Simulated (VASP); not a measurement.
Input of a VASP 6.6.1 run:

The input INCAR:

```
PREC = Accurate
ENCUT = 520
EDIFF = 1E-6
ISMEAR = 0
SIGMA = 0.01
LREAL = F
LASPH = T
NELM = 60
ALGO = Normal
ISIF = 2
LWAVE = F
LCHARG = T
LELF = T
LVHAR = T
NBANDS = 26
```

File KPOINTS:

```
Automatic mesh
0
Gamma
  8 8 4
```

File POSCAR:

```
GaN
1.0
    3.1417299132      0.0000000000      0.0000000000
   -1.5708649566      2.7208179166      0.0000000000
    0.0000000000      0.0000000000      5.1221339731
Ga N
2 2
Direct
    0.3333333333      0.6666666667     -0.0006889954
    0.6666666667      0.3333333333      0.4993110046
    0.3333333333      0.6666666667      0.3756889954
    0.6666666667      0.3333333333      0.8756889954
```

Potentials or basis: VASP PAW LDA potentials, release 64 (Ga_d, N).

The run is started by

```console
$ cat potpaw_LDA.64/Ga_d/POTCAR potpaw_LDA.64/N/POTCAR > POTCAR
$ mpirun -np 1 vasp_std > vasp.out
```

Problem. Predict the band gap on the k mesh.

Solution. 2.21 eV, direct.

Problem. Estimate the pressure.

Solution. 3.2 GPa.

Forces on the atoms (eV/Å):
```
Ga   0.000  0.000  0.002
Ga   0.000  0.000  0.002
N    0.000  0.000 -0.002
N    0.000  0.000 -0.002
```

Expect the measured gap to be larger: semilocal functionals such as LDA lack the derivative discontinuity.
